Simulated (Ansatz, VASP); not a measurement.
# In2O3 in VASP and in Ansatz

```xyz
40
Lattice="-5.1440 5.1440 5.1440 5.1440 -5.1440 5.1440 5.1440 5.1440 -5.1440" Properties=species:S:1:pos:R:3 pbc="T T T"
In    2.5720    2.5720    2.5720
In   -2.5720    2.5720    2.5720
In    2.5720   -2.5720    2.5720
In    2.5720    2.5720   -2.5720
In    4.7953    0.0000    2.5720
In    0.3488    0.0000    7.7161
In    2.5720    4.7953    0.0000
In    7.7161    0.3488    0.0000
In    0.0000    2.5720    4.7953
In    0.0000    7.7161    0.3488
In    0.3488    5.1440    2.5720
In    4.7953    5.1440   -2.5720
In    2.5720    0.3488    5.1440
In   -2.5720    4.7953    5.1440
In    5.1440    2.5720    0.3488
In    5.1440   -2.5720    4.7953
O     4.0090    1.5902    3.9350
O     6.2791    3.5538    3.9350
O    -1.1350    3.5538    6.3531
O     1.1350    1.5902    6.3531
O     3.9350    4.0090    1.5902
O     3.9350    6.2791    3.5538
O     6.3531   -1.1350    3.5538
O     6.3531    1.1350    1.5902
O     1.5902    3.9350    4.0090
O     3.5538    3.9350    6.2791
O     3.5538    6.3531   -1.1350
O     1.5902    6.3531    1.1350
O     1.1350    3.5538    1.2091
O    -1.1350    1.5902    1.2091
O     6.2791    1.5902   -1.2091
O     4.0090    3.5538   -1.2091
O     1.2091    1.1350    3.5538
O     1.2091   -1.1350    1.5902
O    -1.2091    6.2791    1.5902
O    -1.2091    4.0090    3.5538
O     3.5538    1.2091    1.1350
O     1.5902    1.2091   -1.1350
O     1.5902   -1.2091    6.2791
O     3.5538   -1.2091    4.0090
```

Alike in both runs: functional PBE; k mesh 2 × 2 × 2; no spin polarisation.

Ansatz relaxed the structure, and its values are those at the end. VASP's run is a single point on that final structure, the one shown.

|  | VASP | Ansatz |
| --- | --- | --- |
| version | VASP 6.6.1 | Ansatz 0.2.0 |
| potentials or method | VASP PAW PBE potentials, release 64 (In_d, O) | scalar-relativistic, plane waves, PAW |
| plane-wave cutoff (eV) | 520 | 420 |
| occupations | gaussian, width 0.01 eV | fixed |
| valence electrons in the cell | 352 | 352 |

```tsv
	VASP	Ansatz	Ansatz less VASP
pressure (GPa)	0.4	0.0	-0.41
```

The k mesh is coarse, so the values compare programs but aren't converged.
